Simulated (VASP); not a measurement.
Write the native input for VASP 6.6.1 that does the following.

```
Task                   : single point
Functional             : PBE
Potentials or basis    : VASP PAW PBE potentials, release 64 (Mg, Se, S)
Cutoff                 : 520 eV
k mesh                 : 4 × 4 × 4
Occupations            : gaussian, width 0.1 eV
Spin                   : no spin polarisation
Dipole correction      : no
Further INCAR settings : ALGO = Normal; EDIFF = 1e-07; NBANDS = 22
```

The structure of Mg6SeS lies in POSCAR:

```
Mg6SeS
1.0
    5.4651305800      0.0000000000      0.0000000000
    0.0000000000      5.4651305800      0.0000000000
    0.0000000000      0.0000000000      5.4651305800
Mg Se S
6 1 1
Direct
    0.0000000000      0.5000000000      0.7535505300
    0.5000000000      0.2464494700      0.0000000000
    0.7535505300      0.0000000000      0.5000000000
    0.0000000000      0.5000000000      0.2464494700
    0.5000000000      0.7535505300      0.0000000000
    0.2464494700      0.0000000000      0.5000000000
    0.5000000000      0.5000000000      0.5000000000
    0.0000000000      0.0000000000      0.0000000000
```

These files were run (other wordings do the same):

INCAR

```
SYSTEM = Mg6SeS
PREC     = Accurate       ! precision mode
ENCUT    = 520            ! plane-wave cutoff, eV
EDIFF    = 1E-7           ! SCF threshold, eV
ISMEAR   = 0              ! smearing method
SIGMA    = 0.1            ! smearing width, eV
LREAL    = .False.        ! projectors in reciprocal space
LASPH    = .True.         ! aspherical terms in the spheres
NELM     = 60             ! most SCF steps
ALGO     = Normal         ! electronic algorithm
ISIF     = 2              ! what is computed and relaxed
LWAVE    = .False.        ! write WAVECAR
LCHARG   = .True.         ! write CHGCAR
GGA      = PE             ! functional
LELF     = .True.         ! ELF
LVHAR    = .True.       
NBANDS   = 22             ! bands
```

KPOINTS

```
Automatic mesh
0
Gamma
  4 4 4
  0 0 0
```

Potentials or basis: VASP PAW PBE potentials, release 64 (Mg, Se, S).

Launch:

```console
$ cat potpaw_PBE.64/Mg/POTCAR potpaw_PBE.64/Se/POTCAR potpaw_PBE.64/S/POTCAR > POTCAR
$ mpirun -np 1 vasp_std > vasp.out
```

It gave:

| Quantity | Value |
| --- | --- |
| Pressure | 3.0 GPa |
| Largest force | 0.182 eV/Å |
| Band gap on the k mesh | zero (band 12 reaches 5.70 eV, above the bottom of band 13 at 4.01 eV) |

Wall time 2.1 min on 1 thread of AMD EPYC 7R13, on a shared host, peak memory 0.23 GiB.
